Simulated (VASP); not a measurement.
Set up this calculation in VASP 6.6.1, as the native input.

| Quantity | Value |
| --- | --- |
| Task | single point |
| Functional | PBE |
| Potentials or basis | VASP PAW PBE potentials, release 64 (Hf_pv, O) |
| Cutoff | 520 eV |
| k mesh | 8 × 8 × 8 |
| Occupations | gaussian, width 0.05 eV |
| Spin | no spin polarisation |
| Dipole correction | no |
| Further INCAR settings | ALGO = Normal; EDIFF = 1e-06; NBANDS = 18 |

The structure of HfO2 lies in POSCAR:

```
HfO2
1.0
    0.0000000000      2.7621000000      2.5575000000
    2.7621000000      0.0000000000      2.5575000000
    2.7621000000      2.7621000000      0.0000000000
Hf O
1 2
Direct
    0.0000000000      0.0000000000      0.0000000000
    0.2500000000      0.2500000000      0.2500000000
    0.7500000000      0.7500000000      0.7500000000
```

This cell differs from its parent crystal: strain +0.080 along x and y, +0.000 along z.

One way to write it, as run:

INCAR

```
PREC = Accurate
ENCUT = 520
EDIFF = 1E-6
ISMEAR = 0
SIGMA = 0.05
LREAL = F
LASPH = T
NELM = 80
ALGO = Normal
ISIF = 2
LWAVE = F
LCHARG = F
GGA = PE
NBANDS = 18
```

KPOINTS

```
regular mesh
0
Gamma
  8 8 8
```

Potentials or basis: VASP PAW PBE potentials, release 64 (Hf_pv, O).

Command:

```sh
$ cat potpaw_PBE.64/Hf_pv/POTCAR potpaw_PBE.64/O/POTCAR > POTCAR
$ mpirun -np 1 vasp_std > vasp.out
```

It gave:

```json
{
  "Pressure": "-30.4 GPa",
  "Band gap on the k mesh": "2.56 eV, indirect (least direct gap 2.70 eV)"
}
```

Caveat: the cell differs from its parent crystal (strain +0.080 along x and y, +0.000 along z); spin-orbit coupling is left out, which moves the levels of the heavy elements.

Wall time 33 s on 1 thread of Intel(R) Xeon(R) Platinum 8259CL CPU @ 2.50GHz (Skylake/Cascade Lake) (shared host), peak memory 0.18 GiB.
